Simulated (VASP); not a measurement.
A run of VASP 6.6.1 is set up as follows.

The input INCAR:

```
PREC = Accurate
ENCUT = 520
EDIFF = 1E-7
ISMEAR = -1
SIGMA = 0.1
LREAL = False
LASPH = True
NELM = 60
ALGO = Normal
ISIF = 2
LWAVE = False
LCHARG = False
GGA = B5
ALDAX = 1.0
AGGAX = 1.0
AGGAC = 1.0
ALDAC = 0.0
NBANDS = 21
```

The input KPOINTS:

```
regular mesh
0
Gamma
  12 12 6
```

Contents of POSCAR:

```
Sn
1.0
    3.5393462862      0.0000000000      0.0000000000
   -1.7696731431      3.0651637966      0.0000000000
    0.0000000000      0.0000000000      5.8785395273
Sn
2
Direct
    0.3333333333      0.6666666667      0.2500000000
    0.6666666667      0.3333333333      0.7500000000
```

Potentials or basis: VASP PAW PBE potentials, release 64 (Sn_d).

Launch:

```bash
$ cat potpaw_PBE.64/Sn_d/POTCAR > POTCAR
$ mpirun -np 1 vasp_std > vasp.out
```

Predict the band gap on the k mesh.

zero (band 14 reaches 11.68 eV, above the bottom of band 15 at 4.81 eV).

Predict the pressure.

-1.3 GPa.

Stress tensor (GPa, compression positive):
```
-1.19  0.00  0.00
 0.00 -1.19  0.00
 0.00  0.00 -1.36
```

Caveat: the PAW data sets were made with another functional, which shifts forces and pressure a little; spin-orbit coupling is left out, which moves the levels of the heavy elements.
